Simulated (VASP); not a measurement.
# Co (Pm-3n) in VASP: single point with RPBE

Aim: the single point of Co with RPBE.

Everything below comes from runs of VASP 6.6.1. Logs are shortened: lines on timing, memory, paths and dates and some standing lists are left out, and cuts for length are marked.

### 1 The cell of the first run

Symmetry: Pm-3n, No. 223, cubic system. The conventional cell has a = 4.510 Å, b = 4.510 Å, c = 4.510 Å, α = 90.00°, β = 90.00°, γ = 90.00°. Within 3.3 Å of Co (site symmetry m-3) lie 12 Co at 2.52 Å. Within 3.0 Å of Co (site symmetry -4m2) lie 14 Co at 2.26 to 2.76 Å.

### 2 Single point, RPBE, collinear spin, ferromagnetic start

Input file INCAR:

```
SYSTEM = Co
PREC     = Accurate       ! precision mode
ENCUT    = 520            ! plane-wave cutoff, eV
EDIFF    = 1E-6           ! SCF threshold, eV
ISMEAR   = -1             ! smearing method
SIGMA    = 0.05           ! smearing width, eV
LREAL    = .FALSE.        ! projectors in reciprocal space
LASPH    = .TRUE.         ! aspherical terms in the spheres
NELM     = 150            ! most SCF steps
ALGO     = Normal         ! electronic algorithm
ISIF     = 2              ! what is computed and relaxed
LWAVE    = .FALSE.        ! write WAVECAR
LCHARG   = .TRUE.         ! write CHGCAR
ISPIN    = 2              ! spin polarisation
MAGMOM   = 1.774 1.774 1.835 1.835 1.835 1.835 1.835 1.835 ! initial moments
LORBIT   = 11             ! projections on sites
LMAXMIX  = 4              ! l up to which the mixer works
GGA      = RP             ! functional
LELF     = .TRUE.         ! ELF
LVHAR    = .TRUE.       
NBANDS   = 50             ! bands
```

Input file KPOINTS:

```
regular mesh
0
G
  8 8 8
  0 0 0
```

Input file POSCAR:

```
Co
1.0
    4.5102744101      0.0000000000      0.0000000000
    0.0000000000      4.5102744101      0.0000000000
    0.0000000000      0.0000000000      4.5102744101
Co
8
Direct
    1.0000000000      1.0000000000      0.0000000000
    0.5000000000      0.5000000000      0.5000000000
    0.2500000000      0.0000000000      0.5000000000
    0.7500000000      0.0000000000      0.5000000000
    0.5000000000      0.2500000000      1.0000000000
    0.5000000000      0.7500000000      0.0000000000
    0.0000000000      0.5000000000      0.2500000000
    0.0000000000      0.5000000000      0.7500000000
```

Potentials or basis: VASP PAW PBE potentials, release 64 (Co).

Run with:

```sh
cat potpaw_PBE.64/Co/POTCAR > POTCAR
mpirun -np 1 vasp_std > vasp.out
```

OUTCAR:

```text
SYSTEM = Co
   PREC = Accurate
   ENCUT = 520
   EDIFF = 1E-6
   ISMEAR = -1
   LREAL = .FALSE.
   LASPH = .TRUE.
   NELM = 150
   ISIF = 2
   ISPIN = 2
   LORBIT = 11
   GGA = RP

 ion  position               nearest neighbor table
   1  0.000  0.000  0.000-   3 2.52   4 2.52   5 2.52   6 2.52   7 2.52   8 2.52   3 2.52   4 2.52
                             7 2.52   8 2.52   5 2.52   6 2.52
   2  0.500  0.500  0.500-   3 2.52   4 2.52   5 2.52   6 2.52   7 2.52   8 2.52   5 2.52   6 2.52
                             3 2.52   4 2.52   7 2.52   8 2.52
   3  0.250  0.000  0.500-   4 2.26   4 2.26   1 2.52   1 2.52   2 2.52   2 2.52   8 2.76   5 2.76
                             5 2.76   6 2.76   6 2.76   7 2.76   8 2.76   7 2.76
   4  0.750  0.000  0.500-   3 2.26   3 2.26   1 2.52   1 2.52   2 2.52   2 2.52   8 2.76   5 2.76
                             5 2.76   6 2.76   6 2.76   7 2.76   8 2.76   7 2.76
   5  0.500  0.250  0.000-   6 2.26   6 2.26   1 2.52   2 2.52   2 2.52   1 2.52   8 2.76   4 2.76
                             3 2.76   4 2.76   3 2.76   7 2.76   7 2.76   8 2.76
   6  0.500  0.750  0.000-   5 2.26   5 2.26   1 2.52   2 2.52   2 2.52   1 2.52   8 2.76   4 2.76
                             3 2.76   4 2.76   3 2.76   7 2.76   7 2.76   8 2.76
   7  0.000  0.500  0.250-   8 2.26   8 2.26   1 2.52   2 2.52   1 2.52   2 2.52   3 2.76   4 2.76
                             5 2.76   3 2.76   4 2.76   6 2.76   5 2.76   6 2.76
   8  0.000  0.500  0.750-   7 2.26   7 2.26   1 2.52   2 2.52   1 2.52   2 2.52   3 2.76   4 2.76
                             5 2.76   3 2.76   4 2.76   6 2.76   5 2.76   6 2.76

  LATTYP: Found a simple cubic cell.
 ALAT       =     4.5102744101

  Lattice vectors:

 A1 = (   4.5102744101,   0.0000000000,   0.0000000000)
 A2 = (   0.0000000000,   4.5102744101,   0.0000000000)
 A3 = (   0.0000000000,   0.0000000000,   4.5102744101)

Analysis of symmetry for initial positions (statically):
=====================================================================
 Subroutine PRICEL returns:
 Original cell was already a primitive cell.

 Routine SETGRP: Setting up the symmetry group for a
 simple cubic supercell.

 Subroutine GETGRP returns: Found 48 space group operations
 (whereof 24 operations were pure point group operations)
 out of a pool of 48 trial point group operations.

The static configuration has the point symmetry T_h .
 The point group associated with its full space group is O_h .

Analysis of symmetry for dynamics (positions and initial velocities):
=====================================================================
 Subroutine PRICEL returns:
 Original cell was already a primitive cell.

 Routine SETGRP: Setting up the symmetry group for a
 simple cubic supercell.

 Subroutine GETGRP returns: Found 48 space group operations
 (whereof 24 operations were pure point group operations)
 out of a pool of 48 trial point group operations.

The dynamic configuration has the point symmetry T_h .
 The point group associated with its full space group is O_h .

Analysis of structural, dynamic, and magnetic symmetry:
=====================================================================
 Subroutine PRICEL returns:
 Original cell was already a primitive cell.

 Routine SETGRP: Setting up the symmetry group for a
 simple cubic supercell.

 Subroutine GETGRP returns: Found 48 space group operations
 (whereof 24 operations were pure point group operations)
 out of a pool of 48 trial point group operations.

The overall configuration has the point symmetry T_h .
 The point group associated with its full space group is O_h .

 Subroutine INISYM returns: Found 48 space group operations
 (whereof 24 operations are pure point group operations),
 and found     1 'primitive' translations

----------------------------------------------------------------------------------------

                                     Primitive cell

  volume of cell :      91.7506

  direct lattice vectors                    reciprocal lattice vectors
     4.510274410  0.000000000  0.000000000     0.221716000  0.000000000  0.000000000
     0.000000000  4.510274410  0.000000000     0.000000000  0.221716000  0.000000000
     0.000000000  0.000000000  4.510274410     0.000000000  0.000000000  0.221716000

  length of vectors
     4.510274410  4.510274410  4.510274410     0.221716000  0.221716000  0.221716000

  position of ions in fractional coordinates (direct lattice)
     0.000000000  0.000000000  0.000000000
     0.500000000  0.500000000  0.500000000
     0.250000000  0.000000000  0.500000000
     0.750000000  0.000000000  0.500000000
[... 81 lines left out ...]
   ISPIN  =      2    spin polarized calculation?
   LNONCOLLINEAR =      F non collinear calculations
   LSORBIT =      F    spin-orbit coupling
   LASPH  =      T    aspherical Exc in radial PAW
   ENCUT  =  520.0 eV  38.22 Ry    6.18 a.u.   8.39  8.39  8.39*2*pi/ulx,y,z
   NELM   =    150;   NELMIN=  2; NELMDL= -5     # of ELM steps
   EDIFF  = 0.1E-05   stopping-criterion for ELM
   LREAL  =      F    real-space projection
   EDIFFG = 0.1E-04   stopping-criterion for IOM
   NSW    =      0    number of steps for IOM
   IBRION =     -1    ionic relax: 0-MD 1-quasi-New 2-CG
   NFREE  =      0    steps in history (QN), initial steepest desc. (CG)
   ISIF   =      2    stress and relaxation
   ISYM   =      2    0-nonsym 1-usesym 2-fastsym
   POTIM  = 0.5000    time-step for ionic-motion
   TEBEG  =    0.0;   TEEND  =   0.0 temperature during run
   PSTRESS=    0.0 pullay stress
   NELECT =      72.0000    total number of electrons
   NUPDOWN=      -1.0000    fix difference up-down
   EMIN   =  10.00;   EMAX   =-10.00  energy-range for DOS
   EFERMI =   0.00;   METHOD = LEGACY
   ISMEAR =    -1;   SIGMA  =   0.05  broadening in eV -4-tet -1-fermi 0-gaus
   EFERMI_NEDOS =   21; number of points for ismear=-14 and -15
   IALGO  =     38    algorithm
   IMIX   =      4    mixing-type and parameters
     AMIX     =   0.40;   BMIX     =  1.00
     AMIX_MAG =   1.60;   BMIX_MAG =  1.00
  volume/ion in A,a.u.               =      11.47        77.40
  Fermi-wavevector in a.u.,A,eV,Ry     =   1.510020  2.853524 31.023465  2.280160
  Thomas-Fermi vector in A             =   2.620265
   LORBIT       =     11    0 simple, 1 ext, 2 COOP (PROOUT), +10 PAW based schemes
   GGA     = RP    functional components
   LHFCALC =     F    Hartree Fock is set to
   AEXX    =    0.0000 exact exchange contribution
   IVDW    =     0    specifies the selected vdW correction
   LEPSILON=     F    determine dielectric tensor
   LRPA    =     F    only Hartree local field effects (RPA)
 spin polarized calculation
  energy-cutoff  :      520.00
  volume of cell :       91.75
 maximum number of plane-waves:      2517
 NGX is ok and might be reduce to    36
   NGX = 17   NGY = 17   NGZ = 17

 number of electron      71.9999915 magnetization      13.5846961

 Free energy of the ion-electron system (eV)
  ---------------------------------------------------
  ext. energy  EPLUGINS =         0.00000000
  ---------------------------------------------------
  free energy    TOTEN  =       -51.48135353 eV

  energy without entropy =      -51.40284692  energy(sigma->0) =      -51.44210022

 E-fermi :   9.9044     XC(G=0): -12.9568

 val. band max:        9.9037683895   @ k =   0.5000   0.2500   0.1250
 cond. band min:       9.9066485382   @ k =   0.3750   0.2500   0.1250
 fundamental gap:      0.0028801486
 Fermi energy:         9.9043892576

 spin component 1

 k-point     1 :       0.0000    0.0000    0.0000
  band No.  band energies     occupation
      1       1.0807      1.00000
      2       4.7217      1.00000
      3       4.7217      1.00000
      4       5.3474      1.00000
      5       5.4725      1.00000
      6       5.4725      1.00000
[... 1213 lines left out ...]
     47      13.2540      0.00000
     48      14.0478      0.00000

 [... further k-points ...]

 spin component 2

 k-point     1 :       0.0000    0.0000    0.0000
  band No.  band energies     occupation
      1       1.0324      1.00000
      2       5.6014      1.00000
      3       5.6014      1.00000
      4       6.0768      1.00000
      5       6.9201      1.00000
      6       6.9201      1.00000
[... 1213 lines left out ...]
     47      14.0181      0.00000
     48      14.8035      0.00000

 [... further k-points ...]

 [bands above 48 left out]

------------------------ aborting loop because EDIFF is reached ----------------------------------------

  FORCE on cell =-STRESS in cart. coord.  units (eV):
  Direction    XX          YY          ZZ          XY          YZ          ZX
  --------------------------------------------------------------------------------------
  -------------------------------------------------------------------------------------
  Total       -0.5828359     -0.5828359     -0.5828359      0.0000000      0.0000000     -0.0000000
  in kB      -10.1776612    -10.1776612    -10.1776612      0.0000000      0.0000000     -0.0000000
  external PRESSURE =     -10.1776612 kB  Pullay stress =       0.0000000 kB

 VOLUME and BASIS-vectors are now :
 -----------------------------------------------------------------------------
  energy-cutoff  :      520.00
  volume of cell :       91.75
      direct lattice vectors                 reciprocal lattice vectors
     4.510274410  0.000000000  0.000000000     0.221716000  0.000000000  0.000000000
     0.000000000  4.510274410  0.000000000     0.000000000  0.221716000  0.000000000
     0.000000000  0.000000000  4.510274410     0.000000000  0.000000000  0.221716000

 POSITION                                       TOTAL-FORCE (eV/Angst)
 -----------------------------------------------------------------------------------
      0.00000      0.00000      0.00000        -0.000000     -0.000000      0.000000
      2.25514      2.25514      2.25514        -0.000000     -0.000000      0.000000
      1.12757      0.00000      2.25514         0.000000      0.000000      0.000000
      3.38271      0.00000      2.25514        -0.000000     -0.000000     -0.000000
      2.25514      1.12757      0.00000        -0.000000     -0.000000      0.000000
      2.25514      3.38271      0.00000        -0.000000     -0.000000      0.000000
      0.00000      2.25514      1.12757         0.000000      0.000000     -0.000000
      0.00000      2.25514      3.38271         0.000000      0.000000      0.000000
 -----------------------------------------------------------------------------------
    total drift:                                0.000000      0.000000     -0.000000

  FREE ENERGIE OF THE ION-ELECTRON SYSTEM (eV)
  ---------------------------------------------------
  free  energy   TOTEN  =       -51.4813535275 eV

  energy  without entropy=      -51.4028469200  energy(sigma->0) =      -51.44210022

 total charge

# of ion       s       p       d       tot
------------------------------------------
    1        0.476   0.493   7.236   8.205
    2        0.476   0.493   7.236   8.205
    3        0.471   0.480   7.236   8.187
    4        0.471   0.480   7.236   8.187
    5        0.471   0.480   7.236   8.187
    6        0.471   0.480   7.236   8.187
    7        0.471   0.480   7.236   8.187
    8        0.471   0.480   7.236   8.187
--------------------------------------------------
tot          3.778   3.865  57.889  65.532

 magnetization (x)

# of ion       s       p       d       tot
------------------------------------------
    1       -0.016  -0.059   1.759   1.685
    2       -0.016  -0.059   1.759   1.685
    3       -0.008  -0.052   1.803   1.743
    4       -0.008  -0.052   1.803   1.743
    5       -0.008  -0.052   1.803   1.743
    6       -0.008  -0.052   1.803   1.743
    7       -0.008  -0.052   1.803   1.743
    8       -0.008  -0.052   1.803   1.743
--------------------------------------------------
tot         -0.079  -0.430  14.337  13.829
```

Run time: 9.1 min. Hardware: 1 thread of Intel Xeon 8259CL, shared host; peak memory 0.37 GiB.

What came out:

| Quantity | Value |
| --- | --- |
| Free energy | -51.4814 eV |
| Pressure | -1.0 GPa |
| Net moment | 13.58 μB per cell |
| Site moments | Co +1.69, +1.74 (each value once) μB |
| Valence electrons inside the program's atomic spheres | Co 8.21, 8.19 (each value once) |

Levels at points of the mesh, in eV from the Fermi level:
Spin up:
```
           k point  band 40  band 41  band 42  band 43  band 44  band 45  band 46  band 47
(0.00, 0.00, 0.00)    -1.12    -1.12     0.83     0.83     0.83     2.39     2.39     2.67
(0.50, 0.00, 0.00)    -1.15    -0.68    -0.68     1.61     1.61     2.20     2.20     4.09
(0.50, 0.50, 0.00)    -1.18    -1.03    -0.86    -0.86    -0.58     2.08     3.67     3.67
(0.50, 0.50, 0.50)    -1.31    -0.18    -0.18    -0.18    -0.18    -0.18    -0.18     0.00
```
Spin down:
| k point | band 28 | band 29 | band 30 | band 31 | band 32 | band 33 |
| --- | --- | --- | --- | --- | --- | --- |
| (0.00, 0.00, 0.00) | -0.10 | -0.05 | -0.05 | -0.05 | 0.05 | 0.05 |
| (0.50, 0.00, 0.00) | -0.37 | -0.20 | -0.20 | 0.22 | 0.22 | 0.43 |
| (0.50, 0.50, 0.00) | -0.38 | -0.01 | 0.20 | 0.22 | 0.28 | 0.28 |
| (0.50, 0.50, 0.50) | -0.19 | -0.19 | -0.19 | 0.53 | 0.53 | 0.53 |

Caveat: the PAW data sets were made with another functional, which shifts forces and pressure a little.
